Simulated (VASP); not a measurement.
WSe2: single point with PBE

WSe2:

```
CELL_PARAMETERS angstrom
3.29000 0.00000 0.00000
-1.64500 2.84922 0.00000
0.00000 0.00000 12.97000
ATOMIC_POSITIONS crystal
W 0.33333 0.66667 0.25000
W 0.66667 0.33333 0.75000
Se 0.35786 0.59966 0.62100
Se 0.66667 0.33333 0.12100
Se 0.33333 0.66667 0.87900
Se 0.66667 0.33333 0.37900
```

This cell differs from its parent crystal: atom 3 (Se) moved +0.270 Å along Cartesian [1 -1 0].

- Program: VASP 6.6.1
- Task: single point
- Functional: PBE
- Potentials or basis: VASP PAW PBE potentials, release 64 (W_sv, Se)
- Cutoff: 520 eV
- k mesh: 12 × 12 × 2
- Occupations: gaussian, width 0.05 eV
- Spin: no spin polarisation

```
Pressure               : 5.1 GPa
Largest force          : 2.956 eV/Å
Band gap on the k mesh : 0.92 eV (least direct gap 1.49 eV)
```

Forces on the atoms (eV/Å):
```
W    0.010 -0.009  0.002
W    2.101 -1.746  0.868
Se  -2.141  1.707 -1.113
Se  -0.003  0.003 -0.218
Se   0.019  0.058  0.247
Se   0.014 -0.012  0.213
```

Stress tensor (GPa, compression positive):
```
 5.26 -0.97  4.58
-0.97  3.23 -3.48
 4.58 -3.48  6.83
```

Levels at points of the mesh, in eV from the valence-band top:
| k point | band 22 | band 23 | band 24 | band 25 | band 26 | band 27 | band 28 | band 29 | band 30 | band 31 |
| --- | --- | --- | --- | --- | --- | --- | --- | --- | --- | --- |
| (0.00, 0.00, 0.00) | -1.54 | -1.12 | -1.07 | -0.91 | 0.00 | 1.91 | 2.41 | 2.65 | 2.65 | 2.81 |
| (0.50, 0.00, 0.00) | -2.41 | -1.72 | -1.37 | -1.26 | -0.69 | 2.08 | 2.14 | 2.29 | 2.63 | 2.75 |
| (0.00, 0.50, 0.00) | -2.38 | -1.57 | -1.36 | -1.25 | -0.79 | 2.12 | 2.15 | 2.26 | 2.63 | 2.76 |
| (0.50, 0.50, 0.00) | -2.41 | -1.58 | -1.35 | -1.30 | -1.04 | 2.03 | 2.14 | 2.33 | 2.63 | 3.06 |
| (0.00, 0.00, 0.50) | -1.54 | -1.54 | -1.00 | -0.24 | -0.17 | 1.91 | 2.41 | 2.65 | 2.67 | 2.81 |
| (0.50, 0.00, 0.50) | -2.46 | -1.71 | -1.35 | -1.25 | -0.71 | 2.09 | 2.13 | 2.47 | 2.51 | 2.92 |
| (0.00, 0.50, 0.50) | -2.35 | -1.55 | -1.36 | -1.25 | -0.81 | 2.13 | 2.14 | 2.46 | 2.51 | 2.93 |
| (0.50, 0.50, 0.50) | -2.52 | -1.52 | -1.34 | -1.25 | -1.12 | 2.03 | 2.13 | 2.49 | 2.51 | 3.32 |

Wall time 6.3 min on 1 thread of Intel(R) Xeon(R) Platinum 8259CL CPU @ 2.50GHz (Skylake/Cascade Lake), with other jobs on the host, peak memory 0.6 GiB.

Caveat: the cell differs from its parent crystal (atom 3 (Se) moved +0.270 Å along Cartesian [1 -1 0]); the cell stands under pressure; spin-orbit coupling is left out, which moves the levels of the heavy elements; forces of over 1 eV/Å act on the atoms, so gaps and moduli don't describe the material at rest. A k mesh can miss the band edges.
